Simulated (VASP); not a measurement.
Wanted: the native input for a VASP 6.6.1 run.

```yaml
Task: single point
Functional: LDA
Potentials_or_basis: VASP PAW LDA potentials, release 64 (Ti_sv, C)
Cutoff: 520 eV
k_mesh: 7 × 7 × 7
Occupations: fermi-dirac, width 0.05 eV
Spin: no spin polarisation
Dipole_correction: no
Further_INCAR_settings: ALGO = Normal; EDIFF = 1e-06; NBANDS = 15
```

The structure of TiC lies in POSCAR:

```
TiC
1.0
    0.0000000000      2.1657188437      2.1657188437
    2.1657188437      0.0000000000      2.1657188437
    2.1657188437      2.1657188437      0.0000000000
Ti C
1 1
Direct
   -0.0382610000     -0.0040730000     -0.0078940000
    0.5158140000      0.4525730000      0.5139120000
```

One way to write it, as run:

INCAR

```
PREC     = Accurate       # precision mode
ENCUT    = 520            # plane-wave cutoff, eV
EDIFF    = 1E-6           # SCF threshold, eV
ISMEAR   = -1             # smearing method
SIGMA    = 0.05           # smearing width, eV
LREAL    = F              # projectors in reciprocal space
LASPH    = T              # aspherical terms in the spheres
NELM     = 80             # most SCF steps
ALGO     = Normal         # electronic algorithm
ISIF     = 2              # what is computed and relaxed
LWAVE    = F              # write WAVECAR
LCHARG   = F              # write CHGCAR
GGA      = CA             # functional
NBANDS   = 15             # bands
```

KPOINTS

```
regular mesh
0
Gamma
  7 7 7
```

Potentials or basis: VASP PAW LDA potentials, release 64 (Ti_sv, C).

Command:

```console
$ cat potpaw_LDA.64/Ti_sv/POTCAR potpaw_LDA.64/C/POTCAR > POTCAR
$ mpirun -np 1 vasp_std > vasp.out
```

It gave:

```yaml
Pressure: -8.4 GPa
Largest_force: 1.500 eV/Å
Band_gap_on_the_k_mesh: zero (bands 8 and 9 overlap by 0.72 eV)
```

Caveat: the cell stands under tension; forces of over 1 eV/Å act on the atoms, so gaps and moduli don't describe the material at rest.

It took 24 s on 1 thread of Intel(R) Xeon(R) Platinum 8488C (Sapphire Rapids) (shared host), peak memory 0.16 GiB.
